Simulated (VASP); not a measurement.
# BeNiTe6 (R-3) in VASP: single point with PBE

Aim: the single point of BeNiTe6 with PBE.

Everything below comes from runs of VASP 6.6.1. Logs are shortened: lines on timing, memory, paths and dates and some standing lists are left out, and cuts for length are marked.

## Step 1: The cell of the first run

The structure is trigonal, space group R-3 (No. 148). The conventional cell has a = 6.528 Å, b = 6.528 Å, c = 17.541 Å, α = 90.00°, β = 90.00°, γ = 120.00°. Within 3.5 Å of Be (site symmetry -3) lie 6 Te at 2.65 Å. Within 3.3 Å of Ni (site symmetry -3) lie 6 Te at 2.46 Å. Within 3.3 Å of Te (site symmetry 1) lie 1 Ni at 2.46 Å and 1 Be at 2.65 Å.

## Step 2: Single point, PBE

INCAR reads:

```
PREC = Accurate
ENCUT = 520
EDIFF = 1E-6
ISMEAR = -1
SIGMA = 0.1
LREAL = F
LASPH = T
NELM = 60
ALGO = Normal
ISIF = 2
LWAVE = F
LCHARG = T
GGA = PE
LELF = T
LVHAR = T
NBANDS = 34
```

KPOINTS reads:

```
regular mesh
0
Gamma
  6 6 6
```

POSCAR reads:

```
BeNiTe6
1.0
    3.2638820000      5.6532070000      0.0000000000
   -3.2638820000      5.6532070000      0.0000000000
    0.0000000000     -3.7688000000      5.8470100000
Be Ni Te
1 1 6
Direct
    0.5000000000      0.5000000000      0.5000000000
    0.0000000000      0.0000000000      0.0000000000
    0.2390000000      0.6190000000      0.7600000000
    0.9020000000      0.2390000000      0.7600000000
    0.6190000000      0.9020000000      0.7600000000
    0.7610000000      0.3810000000      0.2400000000
    0.0980000000      0.7610000000      0.2400000000
    0.3810000000      0.0980000000      0.2400000000
```

Potentials or basis: VASP PAW PBE potentials, release 64 (Be, Ni, Te).

Command:

```
$ cat potpaw_PBE.64/Be/POTCAR potpaw_PBE.64/Ni/POTCAR potpaw_PBE.64/Te/POTCAR > POTCAR
$ mpirun -np 1 vasp_std > vasp.out
```

OUTCAR:

```text
PREC = Accurate
   ENCUT = 520
   EDIFF = 1E-6
   ISMEAR = -1
   LREAL = F
   LASPH = T
   NELM = 60
   ISIF = 2
   GGA = PE

 ion  position               nearest neighbor table
   1  0.500  0.500  0.500-   3 2.65   6 2.65   4 2.65   7 2.65   5 2.65   8 2.65
   2  0.000  0.000  0.000-   4 2.46   7 2.46   6 2.46   3 2.46   5 2.46   8 2.46
   3  0.239  0.619  0.760-   2 2.46   1 2.65   7 3.46   8 3.46   5 3.51   4 3.51
   4  0.902  0.239  0.760-   2 2.46   1 2.65   6 3.46   8 3.46   5 3.51   3 3.51
   5  0.619  0.902  0.760-   2 2.46   1 2.65   7 3.46   6 3.46   4 3.51   3 3.51
   6  0.761  0.381  0.240-   2 2.46   1 2.65   4 3.46   5 3.46   8 3.51   7 3.51
   7  0.098  0.761  0.240-   2 2.46   1 2.65   3 3.46   5 3.46   8 3.51   6 3.51
   8  0.381  0.098  0.240-   2 2.46   1 2.65   4 3.46   3 3.46   7 3.51   6 3.51

  LATTYP: Found a trigonal (rhomboedric) cell.
 ALAT       =     6.9563957185
 COS(alpha) =     0.5597186030

  Lattice vectors:

 A1 = (   3.2638820000,   1.8844070000,   5.8470100000)
 A2 = (  -3.2638820000,   1.8844070000,   5.8470100000)
 A3 = (   0.0000000000,  -3.7688000000,   5.8470100000)

Analysis of symmetry for initial positions (statically):
=====================================================================
 Subroutine PRICEL returns:
 Original cell was already a primitive cell.

 Routine SETGRP: Setting up the symmetry group for a
 trigonal (rhombohedral) supercell.

 Subroutine GETGRP returns: Found  6 space group operations
 (whereof  6 operations were pure point group operations)
 out of a pool of 12 trial point group operations.

The static configuration has the point symmetry S_6 .

Analysis of symmetry for dynamics (positions and initial velocities):
=====================================================================
 Subroutine PRICEL returns:
 Original cell was already a primitive cell.

 Routine SETGRP: Setting up the symmetry group for a
 trigonal (rhombohedral) supercell.

 Subroutine GETGRP returns: Found  6 space group operations
 (whereof  6 operations were pure point group operations)
 out of a pool of 12 trial point group operations.

The dynamic configuration has the point symmetry S_6 .

 Subroutine INISYM returns: Found  6 space group operations
 (whereof  6 operations are pure point group operations),
 and found     1 'primitive' translations

----------------------------------------------------------------------------------------

[... 104 lines left out ...]
   EDIFF  = 0.1E-05   stopping-criterion for ELM
   LREAL  =      F    real-space projection
   EDIFFG = 0.1E-04   stopping-criterion for IOM
   NSW    =      0    number of steps for IOM
   IBRION =     -1    ionic relax: 0-MD 1-quasi-New 2-CG
   NFREE  =      0    steps in history (QN), initial steepest desc. (CG)
   ISIF   =      2    stress and relaxation
   ISYM   =      2    0-nonsym 1-usesym 2-fastsym
   POTIM  = 0.5000    time-step for ionic-motion
   TEBEG  =    0.0;   TEEND  =   0.0 temperature during run
   PSTRESS=    0.0 pullay stress
   NELECT =      48.0000    total number of electrons
   NUPDOWN=      -1.0000    fix difference up-down
   EMIN   =  10.00;   EMAX   =-10.00  energy-range for DOS
   EFERMI =   0.00;   METHOD = LEGACY
   ISMEAR =    -1;   SIGMA  =   0.10  broadening in eV -4-tet -1-fermi 0-gaus
   EFERMI_NEDOS =   21; number of points for ismear=-14 and -15
   IALGO  =     38    algorithm
   IMIX   =      4    mixing-type and parameters
     AMIX     =   0.40;   BMIX     =  1.00
     AMIX_MAG =   1.60;   BMIX_MAG =  1.00
  volume/ion in A,a.u.               =      26.97       182.01
  Fermi-wavevector in a.u.,A,eV,Ry     =   0.991952  1.874518 13.387720  0.983970
  Thomas-Fermi vector in A             =   2.123730
   LORBIT       =      0    0 simple, 1 ext, 2 COOP (PROOUT), +10 PAW based schemes
   GGA     = PE    functional components
   LHFCALC =     F    Hartree Fock is set to
   AEXX    =    0.0000 exact exchange contribution
   IVDW    =     0    specifies the selected vdW correction
   LEPSILON=     F    determine dielectric tensor
   LRPA    =     F    only Hartree local field effects (RPA)
 non-spin polarized calculation
  energy-cutoff  :      520.00
  volume of cell :      215.77
 maximum number of plane-waves:      5831
 NGX is ok and might be reduce to    50
   NGX = 25   NGY = 25   NGZ = 25

 number of electron      48.0000006 magnetization

 Free energy of the ion-electron system (eV)
  ---------------------------------------------------
  ext. energy  EPLUGINS =         0.00000000
  ---------------------------------------------------
  free energy    TOTEN  =       -26.24740079 eV

  energy without entropy =      -26.01778099  energy(sigma->0) =      -26.13259089

 E-fermi :   6.2362     XC(G=0):  -9.5663

 val. band max:        6.2338158275   @ k =   0.5000   0.5000   0.1667
 cond. band min:       6.2417379813   @ k =   0.1667   0.0000   0.0000
 fundamental gap:      0.0079221538
 Fermi energy:         6.2361888642

 k-point     1 :       0.0000    0.0000    0.0000
  band No.  band energies     occupation
      1      -6.8995      2.00000
      2      -4.6216      2.00000
      3      -4.4862      2.00000
      4      -4.4862      2.00000
      5      -4.1199      2.00000
      6      -4.1199      2.00000
[... 877 lines left out ...]
     33      11.4320      0.00000
     34      11.8882      0.00000

 [... further k-points ...]
[... 5 lines left out ...]
  --------------------------------------------------------------------------------------
  -------------------------------------------------------------------------------------
  Total        2.0383995      2.0383977     -0.9074331     -0.0000000     -0.0000007      0.0000000
  in kB       15.1358467     15.1358335     -6.7380160     -0.0000003     -0.0000054      0.0000000
  external PRESSURE =       7.8445547 kB  Pullay stress =       0.0000000 kB

 VOLUME and BASIS-vectors are now :
 -----------------------------------------------------------------------------
  energy-cutoff  :      520.00
  volume of cell :      215.77
      direct lattice vectors                 reciprocal lattice vectors
     3.263882000  5.653207000  0.000000000     0.153191813  0.088445373  0.057009124
    -3.263882000  5.653207000  0.000000000    -0.153191813  0.088445373  0.057009124
     0.000000000 -3.768800000  5.847010000     0.000000000  0.000000000  0.171027585

 POSITION                                       TOTAL-FORCE (eV/Angst)
 -----------------------------------------------------------------------------------
      0.00000      3.76881      2.92351         0.000000     -0.000000      0.000000
      0.00000      0.00000      0.00000         0.000000     -0.000000      0.000000
     -1.24028      1.98616      4.44373         1.123577     -0.304549     -0.652403
      2.16395      3.58602      4.44373        -0.298042      1.125319     -0.652403
     -0.92368      5.73424      4.44373        -0.825535     -0.820772     -0.652403
      1.24028      5.55145      1.40328        -1.123577      0.304549      0.652403
     -2.16395      3.95159      1.40328         0.298042     -1.125319      0.652403
      0.92368      1.80337      1.40328         0.825535      0.820772      0.652403
 -----------------------------------------------------------------------------------
    total drift:                               -0.000000     -0.000000      0.000000

  FREE ENERGIE OF THE ION-ELECTRON SYSTEM (eV)
  ---------------------------------------------------
  free  energy   TOTEN  =       -26.2474007911 eV

  energy  without entropy=      -26.0177809850  energy(sigma->0) =      -26.13259089
```

OSZICAR:

```text
N       E                     dE             d eps       ncg     rms          rms(c)
DAV:   1     0.266660252154E+03    0.26666E+03   -0.17784E+04  2720   0.119E+03
DAV:   2    -0.243509278611E+01   -0.26910E+03   -0.25396E+03  3090   0.232E+02
DAV:   3    -0.268613032799E+02   -0.24426E+02   -0.23324E+02  3254   0.776E+01
DAV:   4    -0.276559497422E+02   -0.79465E+00   -0.78781E+00  3344   0.153E+01
DAV:   5    -0.276839406187E+02   -0.27991E-01   -0.27979E-01  3710   0.312E+00    0.204E+01
DAV:   6    -0.375540441413E+02   -0.98701E+01   -0.59822E+01  3078   0.168E+02    0.387E+01
DAV:   7    -0.279953773316E+02    0.95587E+01   -0.17415E+01  3356   0.770E+01    0.138E+01
DAV:   8    -0.262759924870E+02    0.17194E+01   -0.82000E+00  3672   0.587E+01    0.712E+00
DAV:   9    -0.262454717315E+02    0.30521E-01   -0.23245E+00  3764   0.177E+01    0.321E+00
DAV:  10    -0.262538608767E+02   -0.83891E-02   -0.94642E-02  3604   0.197E+00    0.255E+00
DAV:  11    -0.262499584357E+02    0.39024E-02   -0.68928E-03  4118   0.688E-01    0.115E+00
DAV:  12    -0.262481304876E+02    0.18279E-02   -0.20815E-03  3936   0.641E-01    0.614E-01
DAV:  13    -0.262475137061E+02    0.61678E-03   -0.68993E-04  4036   0.427E-01    0.244E-01
DAV:  14    -0.262474109777E+02    0.10273E-03   -0.25833E-04  4208   0.169E-01    0.917E-02
DAV:  15    -0.262473978804E+02    0.13097E-04   -0.40601E-05  4074   0.908E-02    0.229E-02
DAV:  16    -0.262474015051E+02   -0.36246E-05   -0.11372E-05  3658   0.407E-02    0.188E-02
DAV:  17    -0.262474007911E+02    0.71402E-06   -0.14334E-06  1756   0.200E-02
   1 F= -.26247401E+02 E0= -.26132591E+02  d E =-.229620E+00
```

stdout:

```text
POSCAR found type information on POSCAR BeNiTe
 POSCAR found :  3 types and       8 ions
 scaLAPACK will be used
 LDA part: xc-table for (Slater+PW92), standard interpolation
 POSCAR, INCAR and KPOINTS ok, starting setup
 FFT: planning ... GRIDC
 FFT: planning ... GRID_SOFT
 FFT: planning ... GRID
 WAVECAR not read
 entering main loop
```

Wall time 6 min (1 thread of Intel Xeon Platinum 8375C at 2.90GHz (Ice Lake), shared host); peak memory 0.54 GiB.

Results:

* Free energy: -26.2474 eV
* Pressure: 0.8 GPa
* Largest force: 1.334 eV/Å
* Band gap on the k mesh: zero (band 24 reaches 6.91 eV, above the bottom of band 25 at 5.91 eV)

Forces on the atoms (eV/Å):
```
Be   0.000  0.000  0.000
Ni   0.000  0.000  0.000
Te   1.124 -0.305 -0.652
Te  -0.298  1.125 -0.652
Te  -0.826 -0.821 -0.652
Te  -1.124  0.305  0.652
Te   0.298 -1.125  0.652
Te   0.826  0.821  0.652
```

Caveat: spin-orbit coupling is left out, which moves the levels of the heavy elements; forces of over 1 eV/Å act on the atoms, so gaps and moduli don't describe the material at rest. Spin polarisation is off, so any magnetic state and its effect on volume and gap are missing.
